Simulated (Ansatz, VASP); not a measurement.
# ScSi2O3: VASP beside Ansatz

File INCAR:

```
SYSTEM = ScSi2O3
PREC     = Accurate       ! precision mode
ENCUT    = 520            ! plane-wave cutoff, eV
EDIFF    = 1E-7           ! SCF threshold, eV
ISMEAR   = 0              ! smearing method
SIGMA    = 0.1            ! smearing width, eV
LREAL    = .False.        ! projectors in reciprocal space
LASPH    = .True.         ! aspherical terms in the spheres
NELM     = 80             ! most SCF steps
ALGO     = Normal         ! electronic algorithm
ISIF     = 2              ! what is computed and relaxed
LWAVE    = .False.        ! write WAVECAR
LCHARG   = .False.        ! write CHGCAR
GGA      = PE             ! functional
NBANDS   = 28             ! bands
```

The input KPOINTS:

```
Automatic mesh
0
Gamma
  12 12 12
  0 0 0
```

The input POSCAR:

```
ScSi2O3
1.0
    5.2413460148      0.0000000000      0.0000000000
   -2.6206730074      4.5391387989      0.0000000000
    0.0000000000      0.0000000000      2.9751672227
Sc Si O
1 2 3
Direct
    0.0000000000      0.0000000000      0.0000000000
    0.3333333333      0.6666666667      0.0000000000
    0.6666666667      0.3333333333      0.0000000000
    0.5000000000      0.0000000000      0.5000000000
    0.5000000000      0.5000000000      0.5000000000
    0.0000000000      0.5000000000      0.5000000000
```

Input for Ansatz:

```yaml
crystal:
  lattice:
    - [5.2413460148, 0.0, 0.0]
    - [-2.6206730074, 4.5391387989, 0.0]
    - [0.0, 0.0, 2.9751672227]
  atoms:
    - { symbol: Sc, position: [0.0, 0.0, 0.0] }
    - { symbol: Si, position: [0.3333333333, 0.6666666667, 0.0] }
    - { symbol: Si, position: [0.6666666667, 0.3333333333, 0.0] }
    - { symbol: O, position: [0.5, 0.0, 0.5] }
    - { symbol: O, position: [0.5, 0.5, 0.5] }
    - { symbol: O, position: [0.0, 0.5, 0.5] }
basis:
  ecutwfc: 420
kpoints:
  mp_grid: { grid: [12, 12, 12] }
  band_path:
    path:
      - [[0.0, 0.0, 0.0], [0.5, 0.0, 0.0], [0.33333333, 0.33333333, 0.0], [0.0, 0.0, 0.0], [0.0, 0.0, 0.5], [0.5, 0.0, 0.5], [0.33333333, 0.33333333, 0.5], [0.0, 0.0, 0.5]]
      - [[0.5, 0.0, 0.5], [0.5, 0.0, 0.0]]
      - [[0.33333333, 0.33333333, 0.5], [0.33333333, 0.33333333, 0.0]]
    npoints: 14
hamiltonian:
  xc: pbe
scf:
  occupations: { method: gaussian, width: 0.1 }
  n_extra_bands: 15
output:
  forces: true
  stress: true
  eigenvalues: true
  populations: true
  dos: { projected: true, de: 0.02, nscf_kmesh: { grid: [15, 15, 15] } }
  bader: true
```

Alike in both runs: task single point; functional PBE; k mesh 12 × 12 × 12; occupations gaussian, width 0.1 eV; no spin polarisation.

|  | VASP | Ansatz |
| --- | --- | --- |
| version | VASP 6.6.1 | Ansatz 0.2.0 |
| potentials or method | VASP PAW PBE potentials, release 64 (Sc_sv, Si, O), cutoff 520 eV | scalar-relativistic, plane waves, PAW |
| valence electrons in the cell | 37 | 37 |

```csv
,VASP,Ansatz,Ansatz less VASP
gap on the k mesh at the Fermi level (eV),none,none,-
pressure (GPa),0.1,0.0,-0.07
"traceless stress, the component that is largest in VASP (GPa)",0.08,0.00,-0.075
```

A gap of «none» marks a metal or a gap that the smearing closes.
